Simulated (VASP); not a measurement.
The system is KCl.

```
K Cl
1.0
     0.00000    3.14485    3.14485
     3.14485    0.00000    3.14485
     3.14485    3.14485    0.00000
K Cl
1 1
Cartesian
  0.0000 0.0000 0.0000
  3.1448 3.1448 3.1448
```

Base run:

| Item | Value |
| --- | --- |
| Program | VASP 6.6.1 |
| Functional | r2SCAN |
| Potentials or basis | VASP PAW PBE potentials, release 64 (K_sv, Cl) |
| Cutoff | 520 eV |
| k mesh | 8 × 8 × 8 |
| Occupations | gaussian, width 0.01 eV |
| Spin | no spin polarisation |

Its results: band gap on the k mesh 5.84 eV, direct; pressure 0.0 GPa.

Question: The run is repeated on the same cell with these changes: functional from r2SCAN to PBE; occupations from gaussian, width 0.01 eV to fermi-dirac, width 0.02 eV. What comes out?

Answer: Band gap on the k mesh 5.19 eV, direct; pressure 0.8 GPa.

Caveats: the PAW data sets were made with another functional, which shifts forces and pressure a little (some runs).

A k mesh can miss the band edges.
